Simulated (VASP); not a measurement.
# Al3Cu2 (P-3m1) in VASP: further runs

Al3Cu2 is run at these levels: PBEsol; tasks: single point, relaxation of shape and atoms at fixed volume.

All numbers are computed with VASP 6.6.1; they aren't measurements. Logs are shortened: lines on timing, memory, paths and dates and some standing lists are left out, and cuts for length are marked.

## Step 1: The cell of the first run

Symmetry: P-3m1, No. 164, trigonal system. Conventional cell: a = 4.222 Å, b = 4.222 Å, c = 4.922 Å, α = 90.00°, β = 90.00°, γ = 120.00°. Al (site symmetry -3m) has 6 Cu at 2.55 Å and 6 Al at 2.99 Å within 3.4 Å. Within 3.2 Å of Al (site symmetry 3m) lie 5 Cu at 2.43 to 2.63 Å and 6 Al at 2.83 to 2.99 Å. Within 3.2 Å of Cu (site symmetry 3m) lie 8 Al at 2.43 to 2.63 Å and 3 Cu at 2.87 Å.

## Step 2: Single point, PBEsol (biaxial strain in the a-b plane: +3.0 %, then relaxed in part)

INCAR reads:

```
ALGO     = Fast           # electronic algorithm
EDIFF    = 1E-6           # SCF threshold, eV
ENCUT    = 520            # plane-wave cutoff, eV
GGA      = PS             # functional
ISIF     = 2              # what is computed and relaxed
ISMEAR   = 0              # smearing method
LASPH    = T              # aspherical terms in the spheres
LCHARG   = T              # write CHGCAR
LELF     = T              # ELF
LREAL    = F              # projectors in reciprocal space
LVHAR    = T            
LWAVE    = F              # write WAVECAR
NBANDS   = 24             # bands
NELM     = 80             # most SCF steps
PREC     = Accurate       # precision mode
SIGMA    = 0.1            # smearing width, eV
```

KPOINTS reads:

```
k-points
0
Gamma
  12 12 8
```

POSCAR reads:

```
Al3Cu2
1.0
    4.2215431617      0.0000000000      0.0000000000
   -2.1107715808      3.6559636212      0.0000000000
    0.0000000000      0.0000000000      4.9219521125
Al Cu
3 2
Direct
    0.0000000000      0.0000000000      0.0000000000
    0.3333333333      0.6666666667      0.3529927186
    0.6666666667      0.3333333333      0.6470072814
    0.3333333333      0.6666666667      0.8467244729
    0.6666666667      0.3333333333      0.1532755271
```

Potentials or basis: VASP PAW PBE potentials, release 64 (Al, Cu).

On the command line:

```console
$ cat potpaw_PBE.64/Al/POTCAR potpaw_PBE.64/Cu/POTCAR > POTCAR
$ mpirun -np 1 vasp_std > vasp.out
```

OUTCAR:

```text
EDIFF = 1E-6
   ENCUT = 520
   GGA = PS
   ISIF = 2
   ISMEAR = 0
   LASPH = T
   LREAL = F
   NELM = 80
   PREC = Accurate

 ion  position               nearest neighbor table
   1  0.000  0.000  0.000-   4 2.55   5 2.55   4 2.55   5 2.55   5 2.55   4 2.55   2 2.99   3 2.99
                             2 2.99   3 2.99   2 2.99   3 2.99
   2  0.333  0.667  0.353-   4 2.43   4 2.49   5 2.63   5 2.63   5 2.63   3 2.83   3 2.83   3 2.83
                             1 2.99   1 2.99   1 2.99
   3  0.667  0.333  0.647-   5 2.43   5 2.49   4 2.63   4 2.63   4 2.63   2 2.83   2 2.83   2 2.83
                             1 2.99   1 2.99   1 2.99
   4  0.333  0.667  0.847-   2 2.43   2 2.49   1 2.55   1 2.55   1 2.55   3 2.63   3 2.63   3 2.63

   5  0.667  0.333  0.153-   3 2.43   3 2.49   1 2.55   1 2.55   1 2.55   2 2.63   2 2.63   2 2.63

  LATTYP: Found a hexagonal cell.
 ALAT       =     4.2215431617
 C/A-ratio  =     1.1659130143

  Lattice vectors:

 A1 = (   4.2215431617,   0.0000000000,   0.0000000000)
 A2 = (  -2.1107715808,   3.6559636212,   0.0000000000)
 A3 = (   0.0000000000,   0.0000000000,   4.9219521125)

Analysis of symmetry for initial positions (statically):
=====================================================================
 Subroutine PRICEL returns:
 Original cell was already a primitive cell.

 Routine SETGRP: Setting up the symmetry group for a
 hexagonal supercell.

 Subroutine GETGRP returns: Found 12 space group operations
 (whereof 12 operations were pure point group operations)
 out of a pool of 24 trial point group operations.

The static configuration has the point symmetry D_3d.

Analysis of symmetry for dynamics (positions and initial velocities):
=====================================================================
 Subroutine PRICEL returns:
 Original cell was already a primitive cell.

 Routine SETGRP: Setting up the symmetry group for a
 hexagonal supercell.

 Subroutine GETGRP returns: Found 12 space group operations
 (whereof 12 operations were pure point group operations)
 out of a pool of 24 trial point group operations.

The dynamic configuration has the point symmetry D_3d.

 Subroutine INISYM returns: Found 12 space group operations
 (whereof 12 operations are pure point group operations),
 and found     1 'primitive' translations

----------------------------------------------------------------------------------------
[... 100 lines left out ...]
   LREAL  =      F    real-space projection
   EDIFFG = 0.1E-04   stopping-criterion for IOM
   NSW    =      0    number of steps for IOM
   IBRION =     -1    ionic relax: 0-MD 1-quasi-New 2-CG
   NFREE  =      0    steps in history (QN), initial steepest desc. (CG)
   ISIF   =      2    stress and relaxation
   ISYM   =      2    0-nonsym 1-usesym 2-fastsym
   POTIM  = 0.5000    time-step for ionic-motion
   TEBEG  =    0.0;   TEEND  =   0.0 temperature during run
   PSTRESS=    0.0 pullay stress
   NELECT =      31.0000    total number of electrons
   NUPDOWN=      -1.0000    fix difference up-down
   EMIN   =  10.00;   EMAX   =-10.00  energy-range for DOS
   EFERMI =   0.00;   METHOD = LEGACY
   ISMEAR =     0;   SIGMA  =   0.10  broadening in eV -4-tet -1-fermi 0-gaus
   EFERMI_NEDOS =   21; number of points for ismear=-14 and -15
   IALGO  =     68    algorithm
   IMIX   =      4    mixing-type and parameters
     AMIX     =   0.40;   BMIX     =  1.00
     AMIX_MAG =   1.60;   BMIX_MAG =  1.00
  volume/ion in A,a.u.               =      15.19       102.53
  Fermi-wavevector in a.u.,A,eV,Ry     =   1.214298  2.294690 20.062053  1.474519
  Thomas-Fermi vector in A             =   2.349722
   LORBIT       =      0    0 simple, 1 ext, 2 COOP (PROOUT), +10 PAW based schemes
   GGA     = PS    functional components
   LHFCALC =     F    Hartree Fock is set to
   AEXX    =    0.0000 exact exchange contribution
   IVDW    =     0    specifies the selected vdW correction
   LEPSILON=     F    determine dielectric tensor
   LRPA    =     F    only Hartree local field effects (RPA)
 non-spin polarized calculation
 RMM-DIIS sequential band-by-band and
 Gauss-broadening in eV      SIGMA  =   0.10
  energy-cutoff  :      520.00
  volume of cell :       75.96
 maximum number of plane-waves:      2065
   NGX = 15   NGY = 15   NGZ = 19

 number of electron      31.0000000 magnetization

 Free energy of the ion-electron system (eV)
  ---------------------------------------------------
  ext. energy  EPLUGINS =         0.00000000
  ---------------------------------------------------
  free energy    TOTEN  =       -21.63170128 eV

  energy without entropy =      -21.62429355  energy(sigma->0) =      -21.62799741

 E-fermi :   7.7982     XC(G=0): -10.8613

 val. band max:        7.7888257876   @ k =   0.4167   0.0000   0.0000
 cond. band min:       7.8029021325   @ k =   0.0000   0.0000   0.2500
 fundamental gap:      0.0140763449
 Fermi energy:         7.7982445096

 k-point     1 :       0.0000    0.0000    0.0000
  band No.  band energies     occupation
      1      -3.1457      2.00000
      2       1.7089      2.00000
      3       2.1846      2.00000
      4       2.6513      2.00000
      5       2.6513      2.00000
      6       2.9861      2.00000
[... 637 lines left out ...]
     23      12.8706      0.00000
     24      13.6045      0.00000

 [... further k-points ...]

------------------------ aborting loop because EDIFF is reached ----------------------------------------

  FORCE on cell =-STRESS in cart. coord.  units (eV):
  Direction    XX          YY          ZZ          XY          YZ          ZX
  --------------------------------------------------------------------------------------
  -------------------------------------------------------------------------------------
  Total       -3.5962493     -3.5962493     -0.4813057     -0.0000000      0.0000000      0.0000000
  in kB      -75.8490048    -75.8490048    -10.1512878     -0.0000000      0.0000000      0.0000000
  external PRESSURE =     -53.9497658 kB  Pullay stress =       0.0000000 kB

 VOLUME and BASIS-vectors are now :
 -----------------------------------------------------------------------------
  energy-cutoff  :      520.00
  volume of cell :       75.96
      direct lattice vectors                 reciprocal lattice vectors
     4.221543162  0.000000000  0.000000000     0.236880203  0.136762849  0.000000000
    -2.110771581  3.655963621  0.000000000     0.000000000  0.273525698  0.000000000
     0.000000000  0.000000000  4.921952112     0.000000000  0.000000000  0.203171420

 POSITION                                       TOTAL-FORCE (eV/Angst)
 -----------------------------------------------------------------------------------
      0.00000      0.00000      0.00000         0.000000      0.000000     -0.000000
     -0.00000      2.43731      1.73741         0.000000     -0.000000      0.004859
      2.11077      1.21865      3.18454         0.000000      0.000000     -0.004859
     -0.00000      2.43731      4.16754        -0.000000      0.000000     -0.001708
      2.11077      1.21865      0.75441         0.000000      0.000000      0.001708
 -----------------------------------------------------------------------------------
    total drift:                               -0.000000      0.000000     -0.000000

  FREE ENERGIE OF THE ION-ELECTRON SYSTEM (eV)
  ---------------------------------------------------
  free  energy   TOTEN  =       -21.6317012760 eV

  energy  without entropy=      -21.6242935520  energy(sigma->0) =      -21.62799741
```

stdout:

```text
POSCAR found type information on POSCAR AlCu
 POSCAR found :  2 types and       5 ions
 scaLAPACK will be used
 -----------------------------------------------------------------------------
|                                                                             |
|                                                                             |
|     You enforced a specific xc type in the INCAR file but a different       |
|     I HOPE YOU KNOW WHAT YOU ARE DOING!                                     |
|                                                                             |
 -----------------------------------------------------------------------------

 LDA part: xc-table for (Slater+PW92), standard interpolation
 POSCAR, INCAR and KPOINTS ok, starting setup
 FFT: planning ... GRIDC
 FFT: planning ... GRID_SOFT
 FFT: planning ... GRID
 WAVECAR not read
 entering main loop
```

It took 2.3 min on 1 thread of Intel Xeon 6975P-C (Granite Rapids), shared host; peak memory 0.33 GiB.

Results:

```yaml
Free_energy: -21.6317 eV
Pressure: -5.4 GPa
Largest_force: 0.005 eV/Å
```

Forces in eV/Å, atoms in the order of the input:
```
Al   0.000  0.000  0.000
Al   0.000  0.000  0.005
Al   0.000  0.000 -0.005
Cu   0.000  0.000 -0.002
Cu   0.000  0.000  0.002
```

Caveat: the cell differs from its parent crystal (biaxial strain in the a-b plane: +3.0 %, then relaxed in part); the PAW data sets were made with another functional, which shifts forces and pressure a little.

## Step 3: Single point, PBEsol

INCAR reads:

```
SYSTEM = Al3Cu2
PREC = Accurate
ENCUT = 520
EDIFF = 1E-6
ISMEAR = 0
SIGMA = 0.1
LREAL = .False.
LASPH = .True.
NELM = 80
ALGO = Fast
ISIF = 2
LWAVE = .False.
LCHARG = .True.
GGA = PS
LELF = .True.
LVHAR = .True.
NBANDS = 24
```

KPOINTS reads:

```
Automatic mesh
0
Gamma
  12 12 8
  0 0 0
```

POSCAR is that of step 2.

Potentials or basis: VASP PAW PBE potentials, release 64 (Al, Cu).

On the command line:

```console
$ cat potpaw_PBE.64/Al/POTCAR potpaw_PBE.64/Cu/POTCAR > POTCAR
$ mpirun -np 1 vasp_std > vasp.out
```

It took 2.1 min on 1 thread of Intel Xeon 6975P-C (Granite Rapids), shared host; peak memory 0.33 GiB.

The run converged. Its results:

```yaml
Free_energy: -21.6317 eV
Pressure: -5.4 GPa
Largest_force: 0.005 eV/Å
```

Forces on the atoms (eV/Å):
```
Al   0.000  0.000  0.000
Al   0.000  0.000  0.005
Al   0.000  0.000 -0.005
Cu   0.000  0.000 -0.002
Cu   0.000  0.000  0.002
```

Stress tensor (GPa, compression positive):
```
-7.58  0.00  0.00
 0.00 -7.58  0.00
 0.00  0.00 -1.02
```

Levels at points of the mesh, in eV from the Fermi level:
| k point | band 13 | band 14 | band 15 | band 16 | band 17 | band 18 |
| --- | --- | --- | --- | --- | --- | --- |
| (0.00, 0.00, 0.00) | -3.40 | -0.41 | -0.41 | 1.07 | 1.07 | 1.87 |
| (0.50, 0.00, 0.00) | -3.11 | -2.68 | -2.37 | -0.52 | -0.27 | 0.43 |
| (0.00, 0.00, 0.50) | 1.05 | 1.05 | 1.17 | 1.17 | 1.82 | 2.11 |
| (0.50, 0.00, 0.50) | -3.94 | -3.39 | -1.77 | -0.19 | 0.52 | 0.60 |

Caveat: the PAW data sets were made with another functional, which shifts forces and pressure a little.

## Step 4: Relaxation of shape and atoms at fixed volume, PBEsol (volume scaled by 1.10)

INCAR reads:

```
SYSTEM = Al3Cu2
  PREC = Accurate
  ENCUT = 600
  EDIFF = 1E-7
  ISMEAR = 0
  SIGMA = 0.1
  LREAL = .FALSE.
  LASPH = .TRUE.
  NELM = 80
  ALGO = Fast
  ISIF = 4
  LWAVE = .FALSE.
  LCHARG = .FALSE.
  GGA = PS
  IBRION = 2
  NSW = 50
  EDIFFG = -0.01
```

KPOINTS reads:

```
regular mesh
0
G
  12 12 8
  0 0 0
```

POSCAR reads:

```
Al3Cu2
1.0
    4.2326356429      0.0000000000      0.0000000000
   -2.1163178214      3.6655699917      0.0000000000
    0.0000000000      0.0000000000      5.1386785285
Al Cu
3 2
Direct
    0.0000000000      0.0000000000      0.0000000000
    0.3333333333      0.6666666667      0.3507604712
    0.6666666667      0.3333333333      0.6492395288
    0.3333333333      0.6666666667      0.8418913401
    0.6666666667      0.3333333333      0.1581086599
```

On the command line:

```console
$ cat potpaw_PBE.64/Al/POTCAR potpaw_PBE.64/Cu/POTCAR > POTCAR
$ mpirun -np 1 vasp_std > vasp.out
```

Wall time 5.9 min (1 thread of Intel Xeon Platinum 8488C (Sapphire Rapids), shared host); peak memory 0.4 GiB.

It converged, with:

* Free energy: -21.5240 eV
* Energy gained by relaxing: 0.0 meV/atom
* Ionic steps: 3
* Pressure after relaxing: -8.2 GPa
* Largest force after relaxing: 0.009 eV/Å

Forces on the atoms (eV/Å):
```
Al   0.000  0.000  0.000
Al   0.000  0.000  0.001
Al   0.000  0.000 -0.001
Cu   0.000  0.000 -0.009
Cu   0.000  0.000  0.009
```

Final structure:
```
Al Cu
1.0
     4.23199    0.00000    0.00000
    -2.11600    3.66501    0.00000
     0.00000    0.00000    5.14024
Al Cu
3 2
Cartesian
  0.0000 0.0000 5.1402
  0.0000 2.4433 1.8006
  2.1160 1.2217 3.3397
  0.0000 2.4433 4.3270
  2.1160 1.2217 0.8133
```

Levels at points of the mesh, in eV from the Fermi level:
| k point | band 13 | band 14 | band 15 | band 16 | band 17 | band 18 |
| --- | --- | --- | --- | --- | --- | --- |
| (0.00, 0.00, 0.00) | -3.32 | -0.07 | -0.07 | 1.32 | 1.32 | 2.05 |
| (0.50, 0.00, 0.00) | -2.74 | -2.67 | -2.33 | -0.73 | -0.31 | 0.45 |
| (0.00, 0.00, 0.50) | 1.21 | 1.21 | 1.42 | 1.42 | 1.89 | 2.23 |
| (0.50, 0.00, 0.50) | -3.76 | -3.23 | -1.54 | -0.08 | 0.73 | 0.74 |

Caveat: the PAW data sets were made with another functional, which shifts forces and pressure a little.
